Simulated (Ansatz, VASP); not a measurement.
## One calculation of Ti3H, two programs

```xyz
8
Lattice="4.6037 0.0000 0.0000 -2.3019 3.9870 0.0000 0.0000 0.0000 22.4968" Properties=species:S:1:pos:R:3 pbc="T T T"
Ti    2.3019    1.3290    4.0000
Ti    0.0000    2.6580    4.9397
Ti    0.0000    0.0000    5.8795
Ti    2.3019    1.3290    6.7051
Ti    0.0000    2.6580    7.4342
Ti    0.0000    0.0000    8.4968
H    -0.4595    3.9870    9.5868
H     0.4595    3.9870    9.5868
```

Alike in both runs: task single point; functional PBE; k mesh 6 × 6 × 1; occupations gaussian, width 0.1 eV; no spin polarisation.

|  | VASP | Ansatz |
| --- | --- | --- |
| version | VASP 6.6.1 | Ansatz 0.2.0 |
| potentials or method | VASP PAW PBE potentials, release 64 (Ti_sv, H), cutoff 520 eV | scalar-relativistic, plane waves, PAW |
| valence electrons in the cell | 74 | 74 |

```tsv
	VASP	Ansatz	Ansatz less VASP
gap on the k mesh at the Fermi level (eV)	none	none	-
rms of the force components (eV/Å)	0.417	0.417	-0.0003
```

Atom by atom the forces differ by 0.006 eV/Å (rms over components). A gap of «none» marks a metal or a gap that the smearing closes. Ansatz's warnings: xc potential rough in thin density.
